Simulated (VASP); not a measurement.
# Sn (Fd-3m) in VASP: a series of runs

Sn is run at these levels: PBEsol, r2SCAN, PBE; tasks: electric field gradients.

All numbers are computed with VASP 6.6.1; they aren't measurements. Logs are shortened: lines on timing, memory, paths and dates and some standing lists are left out, and cuts for length are marked.

## 1. The cell of the first run

The structure is cubic, space group Fd-3m (No. 227). Conventional cell: a = 6.491 Å, b = 6.491 Å, c = 6.491 Å, α = 90.00°, β = 90.00°, γ = 90.00°. Sn (site symmetry -43m) has 4 Sn at 2.81 Å within 3.7 Å.

This isn't the form of Sn at room conditions, which is tetragonal (white tin).

## 2. Electric field gradients, PBEsol

INCAR reads:

```
SYSTEM = Sn
  ALGO = Normal
  EDIFF = 1E-8
  ENCUT = 400
  GGA = PS
  GGA_COMPAT = .FALSE.
  ISIF = 2
  ISMEAR = -1
  LASPH = .TRUE.
  LCHARG = .FALSE.
  LEFG = .TRUE.
  LREAL = .FALSE.
  LWAVE = .FALSE.
  NBANDS = 21
  NELM = 120
  PREC = Accurate
  SIGMA = 0.03
```

KPOINTS reads:

```
k-points
0
G
  9 9 9
  0 0 0
```

POSCAR reads:

```
Sn
1.0
    0.0000000000      3.2456000000      3.2456000000
    3.2456000000      0.0000000000      3.2456000000
    3.2456000000      3.2456000000      0.0000000000
Sn
2
Direct
    0.5000000000      0.5000000000      0.5000000000
    0.7500000000      0.7500000000      0.7500000000
```

Potentials or basis: VASP PAW PBE potentials, release 64 (Sn_d).

The run is started by

```bash
cat potpaw_PBE.64/Sn_d/POTCAR > POTCAR
mpirun -np 1 vasp_std > vasp.out
```

OUTCAR:

```text
SYSTEM = Sn
   EDIFF = 1E-8
   ENCUT = 400
   GGA = PS
   ISIF = 2
   ISMEAR = -1
   LASPH = .TRUE.
   LREAL = .FALSE.
   NELM = 120
   PREC = Accurate

 ion  position               nearest neighbor table
   1  0.500  0.500  0.500-   2 2.81   2 2.81   2 2.81   2 2.81
   2  0.750  0.750  0.750-   1 2.81   1 2.81   1 2.81   1 2.81

  LATTYP: Found a face centered cubic cell.
 ALAT       =     6.4912000000

  Lattice vectors:

 A1 = (   0.0000000000,   3.2456000000,   3.2456000000)
 A2 = (   3.2456000000,   0.0000000000,   3.2456000000)
 A3 = (   3.2456000000,   3.2456000000,   0.0000000000)

Analysis of symmetry for initial positions (statically):
=====================================================================
 Subroutine PRICEL returns:
 Original cell was already a primitive cell.

 Routine SETGRP: Setting up the symmetry group for a
 face centered cubic supercell.

 Subroutine GETGRP returns: Found 48 space group operations
 (whereof 24 operations were pure point group operations)
 out of a pool of 48 trial point group operations.

The static configuration has the point symmetry T_d .
 The point group associated with its full space group is O_h .

Analysis of symmetry for dynamics (positions and initial velocities):
=====================================================================
 Subroutine PRICEL returns:
 Original cell was already a primitive cell.

 Routine SETGRP: Setting up the symmetry group for a
 face centered cubic supercell.

 Subroutine GETGRP returns: Found 48 space group operations
 (whereof 24 operations were pure point group operations)
 out of a pool of 48 trial point group operations.

The dynamic configuration has the point symmetry T_d .
 The point group associated with its full space group is O_h .

 Subroutine INISYM returns: Found 48 space group operations
 (whereof 24 operations are pure point group operations),
 and found     1 'primitive' translations

----------------------------------------------------------------------------------------

                                     Primitive cell

  volume of cell :      68.3778

  direct lattice vectors                    reciprocal lattice vectors
     0.000000000  3.245600000  3.245600000    -0.154054720  0.154054720  0.154054720
     3.245600000  0.000000000  3.245600000     0.154054720 -0.154054720  0.154054720
     3.245600000  3.245600000  0.000000000     0.154054720  0.154054720 -0.154054720

  length of vectors
     4.589971538  4.589971538  4.589971538     0.266830603  0.266830603  0.266830603

  position of ions in fractional coordinates (direct lattice)
     0.500000000  0.500000000  0.500000000
     0.750000000  0.750000000  0.750000000

  ion indices of the primitive-cell ions
   primitive index   ion index
                 1           1
                 2           2

----------------------------------------------------------------------------------------

 KPOINTS: k-points

Automatic generation of k-mesh.
 Grid dimensions read from file:
 generate k-points for:    9    9    9

 Generating k-lattice:

  Cartesian coordinates                     Fractional coordinates (reciprocal lattice)
    -0.017117191  0.017117191  0.017117191     0.111111111  0.000000000  0.000000000
     0.017117191 -0.017117191  0.017117191     0.000000000  0.111111111  0.000000000
     0.017117191  0.017117191 -0.017117191     0.000000000  0.000000000  0.111111111

  Length of vectors
     0.029647845  0.029647845  0.029647845

  Shift w.r.t. Gamma in fractional coordinates (k-lattice)
     0.000000000  0.000000000  0.000000000

 Subroutine IBZKPT returns following result:
 ===========================================

 Found     35 irreducible k-points:

 Following reciprocal coordinates:
            Coordinates               Weight
  0.000000  0.000000  0.000000      1.000000
  0.111111  0.000000  0.000000      8.000000
  0.222222  0.000000  0.000000      8.000000
  0.333333  0.000000  0.000000      8.000000
  0.444444  0.000000  0.000000      8.000000
  0.111111  0.111111  0.000000      6.000000
[... 16 lines left out ...]
 -0.333333  0.333333  0.000000     12.000000
  0.444444  0.444444  0.000000      6.000000
 [... further k-points ...]
   k-points           NKPTS =     35   k-points in BZ     NKDIM =     35   number of bands    NBANDS=     21
   number of dos      NEDOS =    301   number of ions     NIONS =      2
   total plane-waves  NPLWV =  27000
   dimension x,y,z NGX =    30 NGY =   30 NGZ =   30
   dimension x,y,z NGXF=    60 NGYF=   60 NGZF=   60
   ions per type =               2
   NGX,Y,Z   is equivalent  to a cutoff of  10.87, 10.87, 10.87 a.u.
   NGXF,Y,Z  is equivalent  to a cutoff of  21.73, 21.73, 21.73 a.u.
 SYSTEM =  Sn
   PREC   = accura    normal or accurate (medium, high low for compatibility)
   ISTART =      0    job   : 0-new  1-cont  2-samecut
   ICHARG =      2    charge: 1-file 2-atom 10-const
   ISPIN  =      1    spin polarized calculation?
   LNONCOLLINEAR =      F non collinear calculations
   LSORBIT =      F    spin-orbit coupling
   LASPH  =      T    aspherical Exc in radial PAW
   ENCUT  =  400.0 eV  29.40 Ry    5.42 a.u.   7.49  7.49  7.49*2*pi/ulx,y,z
   NELM   =    120;   NELMIN=  2; NELMDL= -5     # of ELM steps
   EDIFF  = 0.1E-07   stopping-criterion for ELM
   LREAL  =      F    real-space projection
   EDIFFG = 0.1E-06   stopping-criterion for IOM
   NSW    =      0    number of steps for IOM
   IBRION =     -1    ionic relax: 0-MD 1-quasi-New 2-CG
   NFREE  =      0    steps in history (QN), initial steepest desc. (CG)
   ISIF   =      2    stress and relaxation
   ISYM   =      2    0-nonsym 1-usesym 2-fastsym
   POTIM  = 0.5000    time-step for ionic-motion
   TEBEG  =    0.0;   TEEND  =   0.0 temperature during run
   PSTRESS=    0.0 pullay stress
   NELECT =      28.0000    total number of electrons
   NUPDOWN=      -1.0000    fix difference up-down
   EMIN   =  10.00;   EMAX   =-10.00  energy-range for DOS
   EFERMI =   0.00;   METHOD = LEGACY
   ISMEAR =    -1;   SIGMA  =   0.03  broadening in eV -4-tet -1-fermi 0-gaus
   EFERMI_NEDOS =   21; number of points for ismear=-14 and -15
   IALGO  =     38    algorithm
   IMIX   =      4    mixing-type and parameters
     AMIX     =   0.40;   BMIX     =  1.00
     AMIX_MAG =   1.60;   BMIX_MAG =  1.00
  volume/ion in A,a.u.               =      34.19       230.72
  Fermi-wavevector in a.u.,A,eV,Ry     =   1.215689  2.297319 20.108049  1.477900
  Thomas-Fermi vector in A             =   2.351068
   LORBIT       =      0    0 simple, 1 ext, 2 COOP (PROOUT), +10 PAW based schemes
   GGA     = PS    functional components
   LHFCALC =     F    Hartree Fock is set to
   AEXX    =    0.0000 exact exchange contribution
   IVDW    =     0    specifies the selected vdW correction
   LEPSILON=     F    determine dielectric tensor
   LRPA    =     F    only Hartree local field effects (RPA)
 non-spin polarized calculation
  energy-cutoff  :      400.00
  volume of cell :       68.38
 maximum number of plane-waves:      1261
 NGX is ok and might be reduce to    30
   NGX = 15   NGY = 15   NGZ = 15

 number of electron      28.0000022 magnetization

 Free energy of the ion-electron system (eV)
  ---------------------------------------------------
  ext. energy  EPLUGINS =         0.00000000
  ---------------------------------------------------
  free energy    TOTEN  =        -8.45614623 eV

  energy without entropy =       -8.45533444  energy(sigma->0) =       -8.45574034

 E-fermi :   5.4218     XC(G=0):  -9.0617

 val. band max:        5.3337295232   @ k =   0.1111   0.0000   0.0000
 cond. band min:       5.4376060280   @ k =   0.4444   0.0000   0.0000
 fundamental gap:      0.1038765048
 Fermi energy:         5.4218041170

 k-point     1 :       0.0000    0.0000    0.0000
  band No.  band energies     occupation
      1     -16.1156      2.00000
      2     -16.1156      2.00000
      3     -16.1156      2.00000
      4     -16.0553      2.00000
      5     -16.0553      2.00000
      6     -15.7441      2.00000
[... 13 lines left out ...]
     20      13.4506      0.00000
     21      13.4506      0.00000

 k-point     2 :       0.1111    0.0000    0.0000
  band No.  band energies     occupation
      1     -16.1246      2.00000
      2     -16.1246      2.00000
      3     -16.1126      2.00000
      4     -16.0427      2.00000
      5     -16.0427      2.00000
      6     -15.7634      2.00000
[... 13 lines left out ...]
     20      12.6206      0.00000
     21      12.6206      0.00000
[... 487 lines left out ...]
      5     -15.9222      2.00000
      6     -15.9010      2.00000
[... 13 lines left out ...]
     20      12.8133      0.00000
     21      16.0700      0.00000

 k-point    24 :       0.4444    0.4444    0.0000
  band No.  band energies     occupation
      1     -16.1657      2.00000
      2     -16.1657      2.00000
      3     -16.0593      2.00000
      4     -15.9998      2.00000
      5     -15.9210      2.00000
      6     -15.8653      2.00000
[... 13 lines left out ...]
     20      15.2879      0.00000
     21      15.6636      0.00000

 [... further k-points ...]
[... 5 lines left out ...]
  --------------------------------------------------------------------------------------
  -------------------------------------------------------------------------------------
  Total        0.3884391      0.3884391      0.3884391      0.0000000      0.0000000     -0.0000000
  in kB        9.1016176      9.1016176      9.1016176      0.0000000      0.0000000     -0.0000000
  external PRESSURE =       9.1016176 kB  Pullay stress =       0.0000000 kB

 VOLUME and BASIS-vectors are now :
 -----------------------------------------------------------------------------
  energy-cutoff  :      400.00
  volume of cell :       68.38
      direct lattice vectors                 reciprocal lattice vectors
     0.000000000  3.245600000  3.245600000    -0.154054720  0.154054720  0.154054720
     3.245600000  0.000000000  3.245600000     0.154054720 -0.154054720  0.154054720
     3.245600000  3.245600000  0.000000000     0.154054720  0.154054720 -0.154054720

 POSITION                                       TOTAL-FORCE (eV/Angst)
 -----------------------------------------------------------------------------------
      3.24560      3.24560      3.24560        -0.000000     -0.000000     -0.000000
      4.86840      4.86840      4.86840         0.000000      0.000000      0.000000
 -----------------------------------------------------------------------------------
    total drift:                                0.000000     -0.000000      0.000000

  FREE ENERGIE OF THE ION-ELECTRON SYSTEM (eV)
  ---------------------------------------------------
  free  energy   TOTEN  =        -8.4561462338 eV

  energy  without entropy=       -8.4553344429  energy(sigma->0) =       -8.45574034

 Electric field gradients (V/A^2)
---------------------------------------------------------------------
 ion       V_xx      V_yy      V_zz      V_xy      V_xz      V_yz
---------------------------------------------------------------------
   1       0.000    -0.000    -0.000     0.001     0.001     0.001
   2       0.000    -0.000    -0.000     0.001     0.001     0.001
---------------------------------------------------------------------

 Electric field gradients after diagonalization (V/A^2)
 (convention: |V_zz| > |V_xx| > |V_yy|)
----------------------------------------------------------------------
 ion       V_xx      V_yy      V_zz     asymmetry (V_yy - V_xx)/ V_zz
----------------------------------------------------------------------
   1      -0.001    -0.001     0.002       0.000
   2      -0.001    -0.001     0.002       0.000
----------------------------------------------------------------------

           NMR quadrupolar parameters

 Cq : quadrupolar parameter    Cq=e*Q*V_zz/h
 eta: asymmetry parameters     (V_yy - V_xx)/ V_zz
 Q  : nuclear electric quadrupole moment in mb (millibarn)
----------------------------------------------------------------------
 ion       Cq(MHz)       eta       Q (mb)
----------------------------------------------------------------------
   1       0.000       0.000       1.000
   2       0.000       0.000       1.000
----------------------------------------------------------------------
```

Wall time 68 s (1 thread of Intel Xeon 8259CL, shared host); peak memory 0.17 GiB.

Results:

| Property | Result |
| --- | --- |
| Free energy | -8.4561 eV |
| Pressure | 0.9 GPa |
| Band gap on the k mesh | zero (bands 14 and 15 overlap by 0.13 eV) |
| Largest electric field gradient by atom | under 0.05 V/Å² on every atom |

Levels at points of the mesh, in eV from the Fermi level:
```csv
k point,band 10,band 11,band 12,band 13,band 14,band 15,band 16,band 17,band 18,band 19
"(0.00, 0.00, 0.00)",-21.16,-10.57,-0.64,0.15,0.15,0.15,2.21,2.21,2.21,4.92
```

Caveat: the PAW data sets were made with another functional, which shifts forces and pressure a little; spin-orbit coupling is left out, which moves the levels of the heavy elements.

## 3. Electric field gradients, r2SCAN

POSCAR is that of step 2.

INCAR.step1 reads:

```
SYSTEM = Sn
PREC = Accurate ; ENCUT = 440
ISMEAR = 1 ; SIGMA = 0.001
LREAL = .FALSE. ; LASPH = .TRUE.
NELM = 120 ; NBANDS = 21
GGA = PE ; ALGO = Normal
EDIFF = 1E-5 ; LWAVE = .TRUE.
LCHARG = .FALSE. ; GGA_COMPAT = .FALSE.
```

INCAR.step2 reads:

```
SYSTEM = Sn
PREC = Accurate ; ENCUT = 440
EDIFF = 1E-8 ; ISMEAR = 1
SIGMA = 0.001 ; LREAL = .FALSE.
LASPH = .TRUE. ; NELM = 120
ALGO = Normal ; ISIF = 2
LWAVE = .FALSE. ; LCHARG = .FALSE.
METAGGA = R2SCAN ; LMIXTAU = .TRUE.
LEFG = .TRUE. ; NBANDS = 21
ISTART = 1 ; GGA_COMPAT = .FALSE.
```

KPOINTS reads:

```
Automatic mesh
0
G
  9 9 9
  0 0 0
```

Potentials or basis: VASP PAW PBE potentials, release 64 (Sn_d).

The run is started by

```bash
cat potpaw_PBE.64/Sn_d/POTCAR > POTCAR
cp INCAR.step1 INCAR
mpirun -np 1 vasp_std > vasp.out
cp INCAR.step2 INCAR
mpirun -np 1 vasp_std > vasp.out
```

OUTCAR:

```text
SYSTEM = Sn
   PREC = Accurate
   ENCUT = 440
   EDIFF = 1E-8
   ISMEAR = 1
   LREAL = .FALSE.
   LASPH = .TRUE.
   NELM = 120
   ISIF = 2
   METAGGA = R2SCAN
   ISTART = 1

 ion  position               nearest neighbor table
   1  0.500  0.500  0.500-   2 2.81   2 2.81   2 2.81   2 2.81
   2  0.750  0.750  0.750-   1 2.81   1 2.81   1 2.81   1 2.81

  LATTYP: Found a face centered cubic cell.
 ALAT       =     6.4912000000

  Lattice vectors:

 A1 = (   0.0000000000,   3.2456000000,   3.2456000000)
 A2 = (   3.2456000000,   0.0000000000,   3.2456000000)
[... 791 lines left out ...]
  free  energy   TOTEN  =       -49.4783773101 eV

  energy  without entropy=      -49.4783762858  energy(sigma->0) =      -49.47837697

 Electric field gradients (V/A^2)
---------------------------------------------------------------------
 ion       V_xx      V_yy      V_zz      V_xy      V_xz      V_yz
---------------------------------------------------------------------
   1      -0.000    -0.000     0.000    -0.000    -0.000    -0.000
   2      -0.000    -0.000     0.000    -0.000    -0.000    -0.000
---------------------------------------------------------------------

 Electric field gradients after diagonalization (V/A^2)
 (convention: |V_zz| > |V_xx| > |V_yy|)
----------------------------------------------------------------------
 ion       V_xx      V_yy      V_zz     asymmetry (V_yy - V_xx)/ V_zz
----------------------------------------------------------------------
   1       0.000     0.000    -0.000       0.000
   2       0.000     0.000    -0.000       0.000
----------------------------------------------------------------------

           NMR quadrupolar parameters

 Cq : quadrupolar parameter    Cq=e*Q*V_zz/h
 eta: asymmetry parameters     (V_yy - V_xx)/ V_zz
 Q  : nuclear electric quadrupole moment in mb (millibarn)
----------------------------------------------------------------------
 ion       Cq(MHz)       eta       Q (mb)
----------------------------------------------------------------------
   1      -0.000       0.000       1.000
   2      -0.000       0.000       1.000
----------------------------------------------------------------------
```

OUTCAR.step1:

```text
SYSTEM = Sn
   PREC = Accurate
   ENCUT = 440
   ISMEAR = 1
   LREAL = .FALSE.
   LASPH = .TRUE.
[... 799 lines left out ...]
      3.24560      3.24560      3.24560        -0.000000      0.000000     -0.000000
      4.86840      4.86840      4.86840         0.000000     -0.000000      0.000000
 -----------------------------------------------------------------------------------
    total drift:                               -0.000000     -0.000000      0.000000

  FREE ENERGIE OF THE ION-ELECTRON SYSTEM (eV)
  ---------------------------------------------------
  free  energy   TOTEN  =        -7.6396627201 eV

  energy  without entropy=       -7.6396604561  energy(sigma->0) =       -7.63966197
```

OSZICAR.step1:

```text
N       E                     dE             d eps       ncg     rms          rms(c)
DAV:   1     0.219590588948E+03    0.21959E+03   -0.13699E+04  1505   0.179E+03
DAV:   2     0.157100712213E+02   -0.20388E+03   -0.19918E+03  1475   0.416E+02
DAV:   3    -0.697393636239E+01   -0.22684E+02   -0.22580E+02  1745   0.134E+02
DAV:   4    -0.767649270631E+01   -0.70256E+00   -0.70225E+00  1635   0.271E+01
DAV:   5    -0.770052626864E+01   -0.24034E-01   -0.24033E-01  2127   0.479E+00    0.323E+00
DAV:   6    -0.765760181000E+01    0.42924E-01   -0.28341E-02  2009   0.201E+00    0.189E+00
DAV:   7    -0.763737907859E+01    0.20223E-01   -0.45657E-02  1595   0.220E+00    0.164E-01
DAV:   8    -0.763926392817E+01   -0.18848E-02   -0.60289E-03  1655   0.857E-01    0.493E-02
DAV:   9    -0.763963515355E+01   -0.37123E-03   -0.48495E-04  1695   0.161E-01    0.128E-02
DAV:  10    -0.763965776385E+01   -0.22610E-04   -0.37127E-05  1425   0.475E-02    0.578E-03
DAV:  11    -0.763966272007E+01   -0.49562E-05   -0.95567E-06  1288   0.326E-02
   1 F= -.76396627E+01 E0= -.76396620E+01  d E =-.226400E-05
```

Wall time 4.2 min (1 thread of Intel Xeon 8259CL, shared host); peak memory 0.2 GiB.

Results:

```yaml
Free_energy: -49.4784 eV
Pressure: 1.7 GPa
Band_gap_on_the_k_mesh: zero (filled and empty bands touch)
Largest_electric_field_gradient_by_atom: under 0.05 V/Å² on every atom
```

Levels at points of the mesh, in eV from the Fermi level:
| k point | band 12 | band 13 | band 14 | band 15 | band 16 | band 17 |
| --- | --- | --- | --- | --- | --- | --- |
| (0.00, 0.00, 0.00) | -0.37 | 0.00 | 0.00 | 0.00 | 2.22 | 2.22 |

Caveat: the PAW data sets were made with another functional, which shifts forces and pressure a little; spin-orbit coupling is left out, which moves the levels of the heavy elements.

(Continued in part 2 of 2.)

The gap in the log of VASP goes by the Fermi energy; the results here count the filled bands.